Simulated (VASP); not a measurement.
A run of VASP 6.6.1 is set up as follows.

The input INCAR:

```
SYSTEM = HfC
PREC     = Accurate       ! precision mode
ENCUT    = 520            ! plane-wave cutoff, eV
EDIFF    = 1E-8           ! SCF threshold, eV
ISMEAR   = -1             ! smearing method
SIGMA    = 0.05           ! smearing width, eV
LREAL    = .FALSE.        ! projectors in reciprocal space
LASPH    = .TRUE.         ! aspherical terms in the spheres
NELM     = 60             ! most SCF steps
ALGO     = Normal         ! electronic algorithm
ISIF     = 2              ! what is computed and relaxed
LWAVE    = .FALSE.        ! write WAVECAR
LCHARG   = .FALSE.        ! write CHGCAR
GGA      = CA             ! functional
LEFG     = .TRUE.       
NBANDS   = 14             ! bands
```

The input KPOINTS:

```
Automatic mesh
0
G
  12 12 12
  0 0 0
```

Contents of POSCAR:

```
HfC
1.0
    0.0000000000      2.3172240222      2.3172240222
    2.3172240222      0.0000000000      2.3172240222
    2.3172240222      2.3172240222      0.0000000000
Hf C
1 1
Direct
    0.5000000000      0.5000000000      0.5000000000
    0.0000000000      0.0000000000      0.0000000000
```

Potentials or basis: VASP PAW LDA potentials, release 64 (Hf_pv, C).

Run with:

```console
$ cat potpaw_LDA.64/Hf_pv/POTCAR potpaw_LDA.64/C/POTCAR > POTCAR
$ mpirun -np 1 vasp_std > vasp.out
```

(1) Predict the pressure.

(2) What does it give for the band gap on the k mesh?

## Answers

(1) -9.3 GPa.

(2) zero (band 7 reaches 6.96 eV, above the bottom of band 8 at 5.52 eV).

Caveat: without QUAD_EFG the Cq values of the log hold for a quadrupole moment of 1 mb, not for the nuclei; spin-orbit coupling is left out, which moves the levels of the heavy elements.
